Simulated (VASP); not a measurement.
Write the native input for VASP 6.6.1 that does the following.

* Task: single point
* Functional: PBE
* Potentials or basis: VASP PAW PBE potentials, release 64 (Se)
* Cutoff: 520 eV
* k mesh: 14 × 14 × 14
* Occupations: gaussian, width 0.1 eV
* Spin: no spin polarisation
* Dipole correction: no
* Further INCAR settings: ALGO = Normal; EDIFF = 1e-06; NBANDS = 9

The structure of Se lies in POSCAR:

```
Se
1.0
    2.7924067829      0.0000000000      0.0000000000
    0.0000000000      2.7502483376      0.0000000000
    0.0000000000      0.0000000000      2.7502483376
Se
1
Direct
    0.0000000000      0.0000000000      0.0000000000
```

This cell differs from its parent crystal: strained.

One way to write it, as run:

INCAR

```
SYSTEM = Se
  PREC = Accurate
  ENCUT = 520
  EDIFF = 1E-6
  ISMEAR = 0
  SIGMA = 0.1
  LREAL = .FALSE.
  LASPH = .TRUE.
  NELM = 100
  ALGO = Normal
  ISIF = 2
  LWAVE = .FALSE.
  LCHARG = .TRUE.
  GGA = PE
  LELF = .TRUE.
  LVHAR = .TRUE.
  NBANDS = 9
```

KPOINTS

```
regular mesh
0
G
  14 14 14
  0 0 0
```

Potentials or basis: VASP PAW PBE potentials, release 64 (Se).

Command:

```bash
$ cat potpaw_PBE.64/Se/POTCAR > POTCAR
$ mpirun -np 1 vasp_std > vasp.out
```

Results of the run:

The pressure is 5.9 GPa and the band gap on the k mesh is zero (band 3 reaches 8.67 eV, above the bottom of band 4 at 2.12 eV).

Caveat: the cell differs from its parent crystal (strained).

Wall time 17 s on 1 thread of Intel(R) Xeon(R) Platinum 8375C CPU @ 2.90GHz (Ice Lake) (shared host), peak memory 0.17 GiB.
